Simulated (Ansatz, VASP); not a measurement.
**Sr3Zn: VASP beside Ansatz**

```xyz
4
Lattice="5.4799 0.0000 0.0000 0.0000 5.4799 0.0000 0.0000 0.0000 5.4799" Properties=species:S:1:pos:R:3 pbc="T T T"
Sr    2.7400    0.0000    2.7400
Sr    2.7400    2.7400    0.0000
Sr    0.0000    2.7400    2.7400
Zn    0.0000    0.0000    0.0000
```

Alike in both runs: task single point; functional PBEsol; k mesh 4 × 4 × 4; no spin polarisation.

|  | VASP | Ansatz |
| --- | --- | --- |
| version | VASP 6.6.1 | Ansatz 0.2.0 |
| potentials or method | VASP PAW PBE potentials, release 64 (Sr_sv, Zn), cutoff 500 eV | plane waves, PAW |
| occupations | fermi-dirac, width 0.1 eV | fermi-dirac |
| valence electrons in the cell | 42 | 42 |

```csv
,VASP,Ansatz,Ansatz less VASP
pressure (GPa),-1.0,-1.0,-0.03
```

VASP's potentials were made for PBE, not for PBEsol.
